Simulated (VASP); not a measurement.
## NaI: electric field gradients with r2SCAN

NaI:

```xyz
2
Lattice="0.0000 3.2364 3.2364 3.2364 0.0000 3.2364 3.2364 3.2364 0.0000" Properties=species:S:1:pos:R:3 pbc="T T T"
Na    0.0000    0.0000    0.0000
I     3.2364    3.2364    3.2364
```

```json
{
 "Program": "VASP 6.6.1",
 "Task": "electric field gradients",
 "Functional": "r2SCAN",
 "Potentials or basis": "VASP PAW PBE potentials, release 64 (Na_pv, I)",
 "Cutoff": "520 eV",
 "k mesh": "7 × 7 × 7",
 "Occupations": "fermi-dirac, width 0.01 eV",
 "Spin": "no spin polarisation",
 "Dipole correction": "no",
 "Further INCAR settings": "ALGO = Normal; EDIFF = 1e-08; NBANDS = 14"
}
```

```
Pressure                                : -0.2 GPa
Band gap on the k mesh                  : 4.44 eV
Largest electric field gradient by atom : zero within the noise of the run
```

Levels at points of the mesh, in eV from the valence-band top:
| k point | band 3 | band 4 | band 5 | band 6 | band 7 | band 8 | band 9 | band 10 | band 11 | band 12 |
| --- | --- | --- | --- | --- | --- | --- | --- | --- | --- | --- |
| (0.00, 0.00, 0.00) | -23.25 | -11.35 | 0.00 | 0.00 | 0.00 | 4.44 | 8.47 | 8.47 | 8.47 | 10.33 |

Run time: 120 s on 1 thread of Intel(R) Xeon(R) Platinum 8259CL CPU @ 2.50GHz (Skylake/Cascade Lake), with other jobs on the host, peak memory 0.22 GiB.

Caveat: the PAW data sets were made with another functional, which shifts forces and pressure a little; spin-orbit coupling is left out, which moves the levels of the heavy elements. r2SCAN opens gaps a little over a GGA but as a rule still falls short of measured ones.
